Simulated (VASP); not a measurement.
# Au (Cmcm) in VASP: relaxation of shape and atoms at fixed volume with LDA

Aim: the relaxation of shape and atoms at fixed volume of Au with LDA.

Program: VASP 6.6.1. These are calculated values, not measurements. Logs are shortened: lines on timing, memory, paths and dates and some standing lists are left out, and cuts for length are marked.

## Step 1: The cell of the first run

The typed cell holds 2 atoms: a = 2.856 Å, b = 2.856 Å, c = 4.794 Å, α = 90.00°, β = 90.00°, γ = 120.01°.

This isn't the form of Au at room conditions, which is fcc.

## Step 2: Relaxation of shape and atoms at fixed volume, LDA (16.93 Å³/atom)

Input file INCAR:

```
SYSTEM = Au
  PREC = Accurate
  ENCUT = 600
  EDIFF = 1E-7
  ISMEAR = -1
  SIGMA = 0.15
  LREAL = .FALSE.
  LASPH = .TRUE.
  NELM = 100
  ALGO = Fast
  ISIF = 4
  LWAVE = .FALSE.
  LCHARG = .FALSE.
  GGA = CA
  IBRION = 2
  NSW = 80
  EDIFFG = -0.001
```

Input file KPOINTS:

```
Automatic mesh
0
G
  18 18 10
  0 0 0
```

Input file POSCAR:

```
Au
1.0
    1.4277058113     -2.4734243994      0.0000000000
    1.4277058113      2.4734243994      0.0000000000
    0.0000000000      0.0000000000      4.7935041384
Au
2
Direct
    0.6665992177      0.3334007823      0.2500000000
    0.3334007823      0.6665992177      0.7500000000
```

Potentials or basis: VASP PAW LDA potentials, release 64 (Au).

On the command line:

```console
> cat potpaw_LDA.64/Au/POTCAR > POTCAR
> mpirun -np 1 vasp_std > vasp.out
```

OUTCAR:

```text
SYSTEM = Au
   PREC = Accurate
   ENCUT = 600
   EDIFF = 1E-7
   ISMEAR = -1
   LREAL = .FALSE.
   LASPH = .TRUE.
   NELM = 100
   ISIF = 4
   GGA = CA
   IBRION = 2
   NSW = 80
   EDIFFG = -0.001

 ion  position               nearest neighbor table
   1  0.667  0.333  0.250-   2 2.91   2 2.91   2 2.91   2 2.91   2 2.91   2 2.91
   2  0.333  0.667  0.750-   1 2.91   1 2.91   1 2.91   1 2.91   1 2.91   1 2.91

  LATTYP: Found a base centered orthorhombic cell.
 ALAT       =     2.8554116226
 B/A-ratio  =     1.7324468247
 C/A-ratio  =     1.6787436531

  Lattice vectors:

 A1 = (   1.4277058113,  -2.4734243994,   0.0000000000)
 A2 = (   1.4277058113,   2.4734243994,   0.0000000000)
 A3 = (   0.0000000000,   0.0000000000,   4.7935041384)

Analysis of symmetry for initial positions (statically):
=====================================================================
 Subroutine PRICEL returns:
 Original cell was already a primitive cell.

 Routine SETGRP: Setting up the symmetry group for a
 base centered orthorhombic supercell.

 Subroutine GETGRP returns: Found  8 space group operations
 (whereof  4 operations were pure point group operations)
 out of a pool of  8 trial point group operations.

The static configuration has the point symmetry C_2h.
 The point group associated with its full space group is D_2h.

Analysis of symmetry for dynamics (positions and initial velocities):
=====================================================================
 Subroutine PRICEL returns:
 Original cell was already a primitive cell.

 Routine SETGRP: Setting up the symmetry group for a
 base centered orthorhombic supercell.

 Subroutine GETGRP returns: Found  8 space group operations
 (whereof  4 operations were pure point group operations)
 out of a pool of  8 trial point group operations.

The dynamic configuration has the point symmetry C_2h.
 The point group associated with its full space group is D_2h.

 Subroutine INISYM returns: Found  8 space group operations
 (whereof  4 operations are pure point group operations),
 and found     1 'primitive' translations

----------------------------------------------------------------------------------------

                                     Primitive cell

  volume of cell :      33.8548

  direct lattice vectors                    reciprocal lattice vectors
     1.427705811 -2.473424399  0.000000000     0.350212205 -0.202148891  0.000000000
     1.427705811  2.473424399  0.000000000     0.350212205  0.202148891  0.000000000
     0.000000000  0.000000000  4.793504138     0.000000000  0.000000000  0.208615654

  length of vectors
     2.855901284  2.855901284  4.793504138     0.404367114  0.404367114  0.208615654

  position of ions in fractional coordinates (direct lattice)
     0.666599218  0.333400782  0.250000000
     0.333400782  0.666599218  0.750000000

  ion indices of the primitive-cell ions
   primitive index   ion index
                 1           1
                 2           2

----------------------------------------------------------------------------------------

 KPOINTS: Automatic mesh

Automatic generation of k-mesh.
 Grid dimensions read from file:
 generate k-points for:   18   18   10

 Generating k-lattice:

  Cartesian coordinates                     Fractional coordinates (reciprocal lattice)
     0.019456234 -0.011230494  0.000000000     0.055555556  0.000000000  0.000000000
     0.019456234  0.011230494  0.000000000     0.000000000  0.055555556  0.000000000
     0.000000000  0.000000000  0.020861565     0.000000000  0.000000000  0.100000000

  Length of vectors
     0.022464840  0.022464840  0.020861565

  Shift w.r.t. Gamma in fractional coordinates (k-lattice)
     0.000000000  0.000000000  0.000000000

 Subroutine IBZKPT returns following result:
 ===========================================

 Found    546 irreducible k-points:

 Following reciprocal coordinates:
            Coordinates               Weight
  0.000000  0.000000  0.000000      1.000000
  0.055556  0.000000  0.000000      4.000000
  0.111111  0.000000  0.000000      4.000000
  0.166667 -0.000000  0.000000      4.000000
  0.222222  0.000000  0.000000      4.000000
  0.277778  0.000000  0.000000      4.000000
[... 16 lines left out ...]
 -0.277778  0.055556  0.000000      4.000000
 -0.222222  0.055556  0.000000      4.000000
 [... further k-points ...]
   k-points           NKPTS =    546   k-points in BZ     NKDIM =    546   number of bands    NBANDS=     15
   number of dos      NEDOS =    301   number of ions     NIONS =      2
   total plane-waves  NPLWV =  23040
   dimension x,y,z NGX =    24 NGY =   24 NGZ =   40
   dimension x,y,z NGXF=    48 NGYF=   48 NGZF=   80
   ions per type =               2
   NGX,Y,Z   is equivalent  to a cutoff of  13.97, 13.97, 13.87 a.u.
   NGXF,Y,Z  is equivalent  to a cutoff of  27.94, 27.94, 27.75 a.u.
 SYSTEM =  Au
   PREC   = accura    normal or accurate (medium, high low for compatibility)
   ISTART =      0    job   : 0-new  1-cont  2-samecut
   ICHARG =      2    charge: 1-file 2-atom 10-const
   ISPIN  =      1    spin polarized calculation?
   LNONCOLLINEAR =      F non collinear calculations
   LSORBIT =      F    spin-orbit coupling
   LASPH  =      T    aspherical Exc in radial PAW
   ENCUT  =  600.0 eV  44.10 Ry    6.64 a.u.   5.70  5.70  9.57*2*pi/ulx,y,z
   NELM   =    100;   NELMIN=  2; NELMDL= -5     # of ELM steps
   EDIFF  = 0.1E-06   stopping-criterion for ELM
   LREAL  =      F    real-space projection
   EDIFFG = -.1E-02   stopping-criterion for IOM
   NSW    =     80    number of steps for IOM
   IBRION =      2    ionic relax: 0-MD 1-quasi-New 2-CG
   NFREE  =      1    steps in history (QN), initial steepest desc. (CG)
   ISIF   =      4    stress and relaxation
   ISYM   =      2    0-nonsym 1-usesym 2-fastsym
   POTIM  = 0.5000    time-step for ionic-motion
   TEBEG  =    0.0;   TEEND  =   0.0 temperature during run
   PSTRESS=    0.0 pullay stress
   NELECT =      22.0000    total number of electrons
   NUPDOWN=      -1.0000    fix difference up-down
   EMIN   =  10.00;   EMAX   =-10.00  energy-range for DOS
   EFERMI =   0.00;   METHOD = LEGACY
   ISMEAR =    -1;   SIGMA  =   0.15  broadening in eV -4-tet -1-fermi 0-gaus
   EFERMI_NEDOS =   21; number of points for ismear=-14 and -15
   IALGO  =     68    algorithm
   IMIX   =      4    mixing-type and parameters
     AMIX     =   0.40;   BMIX     =  1.00
     AMIX_MAG =   1.60;   BMIX_MAG =  1.00
  volume/ion in A,a.u.               =      16.93       114.23
  Fermi-wavevector in a.u.,A,eV,Ry     =   1.417998  2.679627 27.357477  2.010718
  Thomas-Fermi vector in A             =   2.539169
   LORBIT       =      0    0 simple, 1 ext, 2 COOP (PROOUT), +10 PAW based schemes
   GGA     = CA    functional components
   LHFCALC =     F    Hartree Fock is set to
   AEXX    =    0.0000 exact exchange contribution
   IVDW    =     0    specifies the selected vdW correction
   LEPSILON=     F    determine dielectric tensor
   LRPA    =     F    only Hartree local field effects (RPA)
 conjugate gradient relaxation of ions
 non-spin polarized calculation
 RMM-DIIS sequential band-by-band and
  energy-cutoff  :      600.00
  volume of cell :       33.85
 maximum number of plane-waves:      1172
   NGX = 11   NGY = 11   NGZ = 19

 number of electron      22.0000002 magnetization

 Free energy of the ion-electron system (eV)
  ---------------------------------------------------
  ext. energy  EPLUGINS =         0.00000000
  ---------------------------------------------------
  free energy    TOTEN  =        -8.89157079 eV

  energy without entropy =       -8.84457891  energy(sigma->0) =       -8.86807485

 E-fermi :   9.3634     XC(G=0): -13.0220

 val. band max:        9.3631597570   @ k =   0.1667   0.0556   0.2000
 cond. band min:       9.3635200103   @ k =  -0.2222   0.0556   0.2000
 fundamental gap:      0.0003602533
 Fermi energy:         9.3634060250

 k-point     1 :       0.0000    0.0000    0.0000
  band No.  band energies     occupation
      1      -0.5884      2.00000
      2       1.8902      2.00000
      3       4.4673      2.00000
      4       4.7520      2.00000
      5       4.7555      2.00000
      6       5.0717      2.00000
      7       5.0740      2.00000
      8       5.7886      2.00000
      9       5.7915      2.00000
     10       7.1906      2.00000
     11       7.1921      2.00000
     12       8.1682      1.99931
     13      12.0916      0.00000
     14      23.9469      0.00000
     15      25.0677      0.00000

 k-point     2 :       0.0556    0.0000    0.0000
  band No.  band energies     occupation
      1      -0.4893      2.00000
      2       1.9734      2.00000
      3       4.4323      2.00000
      4       4.7820      2.00000
      5       4.8200      2.00000
      6       5.0363      2.00000
      7       5.1351      2.00000
      8       5.7180      2.00000
      9       5.7478      2.00000
     10       6.7073      2.00000
     11       7.2095      2.00000
     12       8.7702      1.96240
     13      12.0896      0.00000
     14      24.0207      0.00000
     15      25.2020      0.00000

 k-point     3 :       0.1111    0.0000    0.0000
  band No.  band energies     occupation
      1      -0.1982      2.00000
      2       2.2074      2.00000
      3       4.3218      2.00000
      4       4.8448      2.00000
      5       4.9824      2.00000
      6       5.0176      2.00000
      7       5.3195      2.00000
      8       5.4417      2.00000
      9       5.6349      2.00000
     10       6.1299      2.00000
     11       7.2537      2.00000
     12       9.7646      0.12901
     13      12.0878      0.00000
     14      23.8227      0.00000
     15      25.5503      0.00000

 k-point     4 :       0.1667   -0.0000    0.0000
  band No.  band energies     occupation
      1       0.2629      2.00000
      2       2.5325      2.00000
      3       4.1878      2.00000
      4       4.7380      2.00000
      5       4.9280      2.00000
      6       5.1700      2.00000
      7       5.3337      2.00000
      8       5.4778      2.00000
      9       5.6131      2.00000
     10       5.7946      2.00000
     11       7.3064      2.00000
     12      10.8601      0.00009
     13      12.1012      0.00000
     14      22.2930      0.00000
     15      24.9026      0.00000
[... 307 lines left out ...]
 k-point    22 :      -0.3333    0.0556    0.0000
  band No.  band energies     occupation
      1       1.8197      2.00000
      2       2.8697      2.00000
      3       3.6713      2.00000
      4       4.3884      2.00000
      5       4.7061      2.00000
      6       4.9510      2.00000
      7       5.3395      2.00000
      8       6.1485      2.00000
      9       6.5521      2.00000
     10       6.8911      2.00000
     11       7.3749      2.00000
     12      12.5100      0.00000
     13      13.8788      0.00000
     14      17.0682      0.00000
     15      21.1802      0.00000

 k-point    23 :      -0.2778    0.0556    0.0000
  band No.  band energies     occupation
      1       1.2292      2.00000
      2       2.9255      2.00000
      3       4.1026      2.00000
      4       4.1522      2.00000
      5       4.5948      2.00000
      6       5.0949      2.00000
      7       5.5369      2.00000
      8       5.6424      2.00000
      9       6.0675      2.00000
     10       6.3563      2.00000
     11       7.3503      2.00000
     12      12.2461      0.00000
     13      12.7103      0.00000
     14      19.1879      0.00000
     15      22.3010      0.00000

 k-point    24 :      -0.2222    0.0556    0.0000
  band No.  band energies     occupation
      1       0.6121      2.00000
      2       2.7472      2.00000
      3       4.0928      2.00000
      4       4.6176      2.00000
      5       4.6784      2.00000
      6       5.2640      2.00000
      7       5.2651      2.00000
      8       5.6080      2.00000
      9       5.7400      2.00000
     10       5.8971      2.00000
     11       7.3155      2.00000
     12      11.5603      0.00000
     13      12.1317      0.00000
     14      21.3075      0.00000
     15      23.3856      0.00000

 [... further k-points ...]

------------------------ aborting loop because EDIFF is reached ----------------------------------------

  FORCE on cell =-STRESS in cart. coord.  units (eV):
  Direction    XX          YY          ZZ          XY          YZ          ZX
  --------------------------------------------------------------------------------------
  -------------------------------------------------------------------------------------
  Total       -0.6405230     -0.6418210     -0.6382832      0.0000000      0.0000000      0.0000000
  in kB      -30.3127163    -30.3741439    -30.2067182      0.0000000      0.0000000      0.0000000
  external PRESSURE =     -30.2978595 kB  Pullay stress =       0.0000000 kB

 VOLUME and BASIS-vectors are now :
 -----------------------------------------------------------------------------
  energy-cutoff  :      600.00
  volume of cell :       33.85
      direct lattice vectors                 reciprocal lattice vectors
     1.427705811 -2.473424399  0.000000000     0.350212205 -0.202148891  0.000000000
     1.427705811  2.473424399  0.000000000     0.350212205  0.202148891  0.000000000
     0.000000000  0.000000000  4.793504138     0.000000000  0.000000000  0.208615654

 POSITION                                       TOTAL-FORCE (eV/Angst)
 -----------------------------------------------------------------------------------
      1.42771     -0.82414      1.19838         0.000000     -0.000203     -0.000000
      1.42771      0.82414      3.59513         0.000000      0.000203      0.000000
 -----------------------------------------------------------------------------------
    total drift:                                0.000000     -0.000000      0.000000

  FREE ENERGIE OF THE ION-ELECTRON SYSTEM (eV)
  ---------------------------------------------------
  free  energy   TOTEN  =        -8.8915707933 eV

  energy  without entropy=       -8.8445789144  energy(sigma->0) =       -8.86807485

 reached required accuracy - stopping structural energy minimisation
```

Run time: 2 min. Hardware: 1 thread of Intel Xeon 6975P-C (Granite Rapids), shared host; peak memory 0.39 GiB.

What came out:

| Property | Result |
| --- | --- |
| Free energy | -8.8916 eV |
| Pressure after relaxing | -3.0 GPa |
| Band gap on the k mesh | zero (bands 11 and 12 overlap by 6.98 eV) |

Final structure:
```yaml
crystal:
  lattice:
    - [1.42771, -2.47342, 0.00000]
    - [1.42771, 2.47342, 0.00000]
    - [0.00000, 0.00000, 4.79350]
  atoms:
    - { symbol: Au, position: [0.66660, 0.33340, 0.25000] }
    - { symbol: Au, position: [0.33340, 0.66660, 0.75000] }
```

Caveat: spin-orbit coupling is left out, which moves the levels of the heavy elements.
